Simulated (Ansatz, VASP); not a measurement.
## CdSe in VASP and in Ansatz

INCAR

```
  PREC = Accurate
  ENCUT = 520
  EDIFF = 1E-6
  ISMEAR = -1
  SIGMA = 0.01
  LREAL = False
  LASPH = True
  NELM = 150
  ALGO = Normal
  ISIF = 2
  LWAVE = False
  LCHARG = False
  MAGMOM = 0 0 0 0 0 0
  LORBIT = 11
  LSORBIT = True
  GGA_COMPAT = False
  LORBMOM = True
  GGA = PS
  NBANDS = 30
```

File KPOINTS:

```
regular mesh
0
Gamma
  6 6 6
```

Contents of POSCAR:

```
CdSe
1.0
    2.9367869295      2.9367869295      0.0000000000
   -2.9367869295      2.9367869295      0.0000000000
    0.0000000000      2.9367869295      2.9367869295
Cd Se
1 1
Direct
    0.0000000000      0.0000000000      0.0000000000
    0.7500000000      0.2500000000      0.5000000000
```

Input for Ansatz:

```yaml
crystal:
  lattice:
    - [2.9367869295, 2.9367869295, 0.0]
    - [-2.9367869295, 2.9367869295, 0.0]
    - [0.0, 2.9367869295, 2.9367869295]
  atoms:
    - { symbol: Cd, position: [0.0, 0.0, 0.0] }
    - { symbol: Se, position: [0.75, 0.25, 0.5] }
kpoints:
  mp_grid: { grid: [6, 6, 6] }
scf:
  occupations: { method: fermi_dirac, width: 0.01 }
  convergence: { dr2_threshold: 1.0e-10 }
hamiltonian:
  xc: pbesol
  pseudopotentials: { kind: all_electron, lapw: { basis_error: 0.0005 } }
magnetization:
  noncollinear: true
  spin_orbit: true
output:
  forces: true
  stress: true
  eigenstates:
    kpoints:
      - [0.0, 0.0, 0.0]
      - [-0.5, -0.5, -0.5]
      - [-0.5, 0.5, 0.0]
      - [0.0, 0.0, -0.5]
      - [0.0, -0.5, -0.5]
      - [0.0, 0.5, 0.0]
      - [-0.5, 0.0, 0.0]
      - [-0.5, 0.0, -0.5]
  eigenvalues: true
```

Alike in both runs: task single point; functional PBEsol; k mesh 6 × 6 × 6; occupations fermi-dirac, width 0.01 eV; non-collinear spin, spin-orbit coupling.

```csv
,VASP,Ansatz
version,VASP 6.6.1,Ansatz 0.2.0
potentials or method,"VASP PAW PBE potentials, release 64 (Cd, Se), cutoff 520 eV",all-electron LAPW
```

VASP gave:

```
pressure (GPa)           : 7.5
net moment per atom (μB) : 0.00
```

What did Ansatz give for the same quantities?

Pressure (GPa): 6.9; net moment per atom (μB): 0.00.

VASP's potentials were made for PBE, not for PBEsol. Ansatz ran all-electron here, and VASP with PAW potentials.
